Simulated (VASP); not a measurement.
# Li3AgB5 (Cmmm) in VASP: a series of runs, part 2 of 3

VASP 6.6.1. Earlier steps stand in the parts before.

### Step 3. Single point, PBE

This run uses another cell than the first one, of 12.43 Å³/atom.

Input file INCAR:

```
ALGO = Normal
EDIFF = 1E-7
ENCUT = 520
GGA = PE
ISIF = 2
ISMEAR = 0
LASPH = True
LCHARG = False
LREAL = False
LWAVE = False
NBANDS = 28
NELM = 100
PREC = Accurate
SIGMA = 0.1
```

Input file KPOINTS:

```
k-points
0
Gamma
  4 4 4
```

Input file POSCAR:

```
Li3AgB5
1.0
    3.1148201200     -3.7528487300      0.0000000000
    3.1148201200      3.7528487300      0.0000000000
    0.0000000000      0.0000000000      4.7865053900
Li Ag B
3 1 5
Direct
    0.0000000000      0.5000000000      0.5000000000
    0.5000000000      0.0000000000      0.5000000000
    0.5000000000      0.5000000000      0.0000000000
    0.5000000000      0.5000000000      0.5000000000
    0.7399229600      0.7399229600      0.1943991300
    0.2600770400      0.2600770400      0.1943991300
    0.7399229600      0.7399229600      0.8056008700
    0.2600770400      0.2600770400      0.8056008700
    0.0000000000      0.0000000000      0.5000000000
```

Potentials or basis: VASP PAW PBE potentials, release 64 (Li_sv, Ag, B).

Run with:

```
cat potpaw_PBE.64/Li_sv/POTCAR potpaw_PBE.64/Ag/POTCAR potpaw_PBE.64/B/POTCAR > POTCAR
mpirun -np 1 vasp_std > vasp.out
```

OUTCAR:

```text
EDIFF = 1E-7
   ENCUT = 520
   GGA = PE
   ISIF = 2
   ISMEAR = 0
   LASPH = True
   LREAL = False
   NELM = 100
   PREC = Accurate

 ion  position               nearest neighbor table
   1  0.000  0.500  0.500-   5 2.38   6 2.38   7 2.38   8 2.38   4 2.44   4 2.44
   2  0.500  0.000  0.500-   5 2.38   6 2.38   7 2.38   8 2.38   4 2.44   4 2.44
   3  0.500  0.500  0.000-   5 1.76   6 1.76   7 1.76   8 1.76   4 2.39   4 2.39
   4  0.500  0.500  0.500-   5 2.09   6 2.09   7 2.09   8 2.09   3 2.39   3 2.39   1 2.44   2 2.44
                             2 2.44   1 2.44
   5  0.740  0.740  0.194-   3 1.76   7 1.86   4 2.09   2 2.38   1 2.38
   6  0.260  0.260  0.194-   3 1.76   8 1.86   4 2.09   2 2.38   1 2.38
   7  0.740  0.740  0.806-   3 1.76   5 1.86   4 2.09   2 2.38   1 2.38
   8  0.260  0.260  0.806-   3 1.76   6 1.86   4 2.09   2 2.38   1 2.38
   9  0.000  0.000  0.500-

  LATTYP: Found a base centered orthorhombic cell.
 ALAT       =     6.2296402400
 B/A-ratio  =     1.2048364225
 C/A-ratio  =     0.7683437896

  Lattice vectors:

 A1 = (   3.1148201200,  -3.7528487300,   0.0000000000)
[... 193 lines left out ...]

 k-point     1 :       0.0000    0.0000    0.0000
  band No.  band energies     occupation
      1     -42.4343      2.00000
      2     -42.4280      2.00000
      3     -42.1632      2.00000
      4      -6.9501      2.00000
      5      -5.0726      2.00000
      6      -4.6187      2.00000
[... 640 lines left out ...]
     27      10.4225      0.00000
     28      10.8779      0.00000

------------------------ aborting loop because EDIFF is reached ----------------------------------------

  FORCE on cell =-STRESS in cart. coord.  units (eV):
  Direction    XX          YY          ZZ          XY          YZ          ZX
  --------------------------------------------------------------------------------------
  -------------------------------------------------------------------------------------
  Total        8.6103427      4.7505080     -6.3194297      0.0000000      0.0000000      0.0000000
  in kB      123.2788125     68.0155251    -90.4786033      0.0000000      0.0000000      0.0000000
  external PRESSURE =      33.6052448 kB  Pullay stress =       0.0000000 kB

 VOLUME and BASIS-vectors are now :
 -----------------------------------------------------------------------------
  energy-cutoff  :      520.00
  volume of cell :      111.90
      direct lattice vectors                 reciprocal lattice vectors
     3.114820120 -3.752848730  0.000000000     0.160522913 -0.133232122  0.000000000
     3.114820120  3.752848730  0.000000000     0.160522913  0.133232122  0.000000000
     0.000000000  0.000000000  4.786505390     0.000000000  0.000000000  0.208920688

 POSITION                                       TOTAL-FORCE (eV/Angst)
 -----------------------------------------------------------------------------------
      1.55741      1.87642      2.39325         0.000000     -0.000000      0.000000
      1.55741     -1.87642      2.39325         0.000000     -0.000000      0.000000
      3.11482      0.00000      0.00000        -0.000000      0.000000      0.000000
      3.11482      0.00000      2.39325        -0.000000      0.000000      0.000000
      4.60945      0.00000      0.93049         4.585089     -0.000000     -1.073939
      1.62019      0.00000      0.93049        -4.585089     -0.000000     -1.073939
      4.60945      0.00000      3.85601         4.585089     -0.000000      1.073939
      1.62019      0.00000      3.85601        -4.585089     -0.000000      1.073939
      0.00000      0.00000      2.39325        -0.000000     -0.000000      0.000000
 -----------------------------------------------------------------------------------
    total drift:                                0.000000      0.000000      0.000000

  FREE ENERGIE OF THE ION-ELECTRON SYSTEM (eV)
  ---------------------------------------------------
  free  energy   TOTEN  =       -31.1122877015 eV

  energy  without entropy=      -31.0903304364  energy(sigma->0) =      -31.10130907
```

Run time: 45 s. Hardware: 1 thread of Intel Xeon Platinum 8488C (Sapphire Rapids), shared host; peak memory 0.23 GiB.

Results:

```yaml
Free_energy: -31.1123 eV
Largest_force: 4.709 eV/Å
Band_gap_on_the_k_mesh: zero (an odd number of electrons rules out a gap without spin polarisation)
```

Forces on the atoms (eV/Å):
```
Li   0.000  0.000  0.000
Li   0.000  0.000  0.000
Li   0.000  0.000  0.000
Ag   0.000  0.000  0.000
B    4.585  0.000 -1.074
B   -4.585  0.000 -1.074
B    4.585  0.000  1.074
B   -4.585  0.000  1.074
B    0.000  0.000  0.000
```

Levels at points of the mesh, in eV from the Fermi level:
| k point | band 15 | band 16 | band 17 | band 18 | band 19 | band 20 | band 21 | band 22 |
| --- | --- | --- | --- | --- | --- | --- | --- | --- |
| (0.00, 0.00, 0.00) | -1.59 | -1.29 | -0.65 | -0.60 | 0.38 | 0.50 | 1.91 | 3.95 |
| (0.50, 0.00, 0.00) | -2.30 | -1.79 | -1.50 | -1.00 | 1.77 | 2.34 | 2.52 | 2.72 |
| (0.50, 0.50, 0.00) | -3.60 | -1.63 | -0.36 | 0.76 | 1.06 | 1.27 | 1.74 | 3.16 |
| (0.00, 0.00, 0.50) | -1.00 | -0.75 | -0.69 | 0.52 | 0.57 | 1.15 | 1.62 | 2.07 |
| (0.50, 0.00, 0.50) | -1.22 | -0.80 | -0.51 | -0.41 | -0.17 | -0.15 | 1.20 | 3.35 |
| (0.50, 0.50, 0.50) | -2.31 | -1.97 | -0.38 | 0.89 | 1.27 | 1.90 | 3.23 | 3.61 |

Caveat: the cutoff is under 1.25 times the usual one of these potentials, so pressure, stress and relaxed cells hold a basis-set (Pulay) error; forces of over 1 eV/Å act on the atoms, so gaps and moduli don't describe the material at rest.

### Step 4. Relaxation of cell and atoms, PBE

This run uses another cell than the first one, of 12.43 Å³/atom.

Input file INCAR:

```
  PREC = Accurate
  ENCUT = 600
  EDIFF = 1E-6
  ISMEAR = 0
  SIGMA = 0.1
  LREAL = False
  LASPH = True
  NELM = 80
  ALGO = Normal
  ISIF = 3
  LWAVE = False
  LCHARG = False
  GGA = PE
  IBRION = 2
  NSW = 90
  EDIFFG = -0.04
```

Input file KPOINTS:

```
Automatic mesh
0
Gamma
  4 4 4
```

POSCAR is that of step 3.

Run with:

```
cat potpaw_PBE.64/Li_sv/POTCAR potpaw_PBE.64/Ag/POTCAR potpaw_PBE.64/B/POTCAR > POTCAR
mpirun -np 1 vasp_std > vasp.out
```

Run time: 8.8 min. Hardware: 1 thread of Intel Xeon Platinum 8488C (Sapphire Rapids), shared host; peak memory 0.29 GiB.

Results (log left out):

| Quantity | Value |
| --- | --- |
| Free energy | -39.0377 eV |
| Relaxed volume | 12.30 Å³/atom |
| Relaxed cell | a = 5.195 Å, b = 5.195 Å, c = 4.573 Å, α = 90.00°, β = 90.00°, γ = 116.23° |
| Space group after relaxing (to 0.1 Å) | Cmmm (No. 65) |
| Energy gained by relaxing | 880.1 meV/atom |
| Ionic steps | 23 |
| Pressure after relaxing | 0.0 GPa |
| Largest force after relaxing | 0.023 eV/Å |
| Band gap on the k mesh | zero (an odd number of electrons rules out a gap without spin polarisation) |

Forces on the atoms (eV/Å):
```
Li   0.000  0.000  0.000
Li   0.000  0.000  0.000
Li   0.000  0.000  0.000
Ag   0.000  0.000  0.000
B   -0.019  0.000 -0.013
B    0.019  0.000 -0.013
B   -0.019  0.000  0.013
B    0.019  0.000  0.013
B    0.000  0.000  0.000
```

Stress tensor (GPa, compression positive):
```
-0.17  0.00  0.00
 0.00  0.07  0.00
 0.00  0.00  0.14
```

The path:
| step | energy change (eV) | largest force (eV/Å) | pressure (GPa) | volume (Å³) |
| --- | --- | --- | --- | --- |
| 1 | 0.0000 | 4.7068 | 3.31 | 111.90 |
| 2 | -3.5312 | 2.3030 | -5.62 | 115.92 |
| 3 | -4.4240 | 2.6534 | -6.10 | 118.52 |
| 4 | -4.5043 | 3.1413 | -5.36 | 119.30 |
| 5 | -6.2533 | 1.8580 | -3.16 | 112.91 |
| 6 | -6.2543 | 1.9207 | -3.01 | 112.80 |
| 7 | -6.8549 | 3.4069 | 9.81 | 104.77 |
| 8 | -7.0696 | 2.2087 | 4.77 | 106.97 |
| 9 | -7.0509 | 4.1034 | 3.81 | 109.03 |
| 10 | -7.4852 | 1.4502 | 3.42 | 108.09 |
| 11 | -7.6906 | 0.1739 | -4.10 | 112.49 |
| 12 | -7.7080 | 0.1680 | -2.60 | 111.48 |
| 13 | -7.8338 | 0.1198 | -1.40 | 109.54 |
| 14 | -7.8847 | 0.4279 | 0.83 | 107.50 |
| 15 | -7.8852 | 0.3869 | 0.53 | 107.73 |
| 16 | -7.9044 | 0.1811 | 1.58 | 107.86 |
| 17 | -7.9066 | 0.0462 | 1.31 | 107.83 |
| 18 | -7.9155 | 0.0250 | 0.13 | 109.53 |
| 19 | -7.9159 | 0.0305 | -0.22 | 110.07 |
| 20 | -7.9200 | 0.0605 | -0.14 | 110.84 |
| 21 | -7.9201 | 0.0562 | -0.16 | 110.79 |
| 22 | -7.9204 | 0.0644 | 0.11 | 110.69 |
| 23 | -7.9205 | 0.0231 | 0.01 | 110.72 |

Final structure:
```
Li Ag B
1.0
     2.74415   -4.41146    0.00000
     2.74415    4.41146    0.00000
     0.00000    0.00000    4.57321
Li Ag B
3 1 5
Direct
  0.00000 0.50000 0.50000
  0.50000 0.00000 0.50000
  0.50000 0.50000 0.00000
  0.50000 0.50000 0.50000
  0.84223 0.84223 0.18218
  0.15777 0.15777 0.18218
  0.84223 0.84223 0.81782
  0.15777 0.15777 0.81782
  0.00000 0.00000 0.50000
```

Levels at points of the mesh, in eV from the Fermi level:
| k point | band 14 | band 15 | band 16 | band 17 | band 18 | band 19 | band 20 | band 21 |
| --- | --- | --- | --- | --- | --- | --- | --- | --- |
| (0.00, 0.00, 0.00) | -5.07 | -4.33 | -1.51 | -0.19 | 0.00 | 0.78 | 1.31 | 1.98 |
| (0.50, 0.00, 0.00) | -4.04 | -3.52 | -2.80 | -2.09 | 0.62 | 0.72 | 1.98 | 2.49 |
| (0.50, 0.50, 0.00) | -5.28 | -4.31 | -1.26 | 0.23 | 0.51 | 0.78 | 1.20 | 1.47 |
| (0.00, 0.00, 0.50) | -4.07 | -3.74 | -3.57 | -2.77 | 0.06 | 0.68 | 2.48 | 2.57 |
| (0.50, 0.00, 0.50) | -3.30 | -3.22 | -1.03 | -1.00 | -0.34 | -0.07 | 0.52 | 0.53 |
| (0.50, 0.50, 0.50) | -4.29 | -4.17 | -3.63 | -3.31 | 1.27 | 2.27 | 2.37 | 2.62 |

Caveat: the cutoff is under 1.25 times the usual one of these potentials, so pressure, stress and relaxed cells hold a basis-set (Pulay) error.

[end of part 2 of 3]
